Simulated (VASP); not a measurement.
A run of VASP 6.6.1 is set up as follows.

INCAR

```
SYSTEM = ZrB2
  PREC = Accurate
  ENCUT = 520
  EDIFF = 1E-6
  ISMEAR = -1
  SIGMA = 0.05
  LREAL = .False.
  LASPH = .True.
  NELM = 100
  ALGO = Normal
  ISIF = 2
  LWAVE = .False.
  LCHARG = .False.
  GGA = CA
  NBANDS = 16
```

File KPOINTS:

```
regular mesh
0
Gamma
  12 12 9
  0 0 0
```

Contents of POSCAR:

```
ZrB2
1.0
    3.1649998255      0.0000000000      0.0000000000
   -1.5824999128      2.7409702519      0.0000000000
    0.0000000000      0.0000000000      3.5904000000
Zr B
1 2
Direct
    0.0000000000      0.0000000000      0.0000000000
    0.3333333333      0.6666666667      0.5000000000
    0.6666666667      0.3333333333      0.5000000000
```

Potentials or basis: VASP PAW LDA potentials, release 64 (Zr_sv, B).

The run is started by

```bash
$ cat potpaw_LDA.64/Zr_sv/POTCAR potpaw_LDA.64/B/POTCAR > POTCAR
$ mpirun -np 1 vasp_std > vasp.out
```

Question: Predict the pressure.

Answer: -11.0 GPa.

Question: What does it give for the band gap on the k mesh?

Answer: Zero (band 9 reaches 10.96 eV, above the bottom of band 10 at 9.72 eV).

Stress tensor (GPa, compression positive):
```
 -9.31   0.00   0.00
  0.00  -9.31   0.00
  0.00   0.00 -14.32
```

Caveat: the cell differs from its parent crystal (zz strain of +2 %).
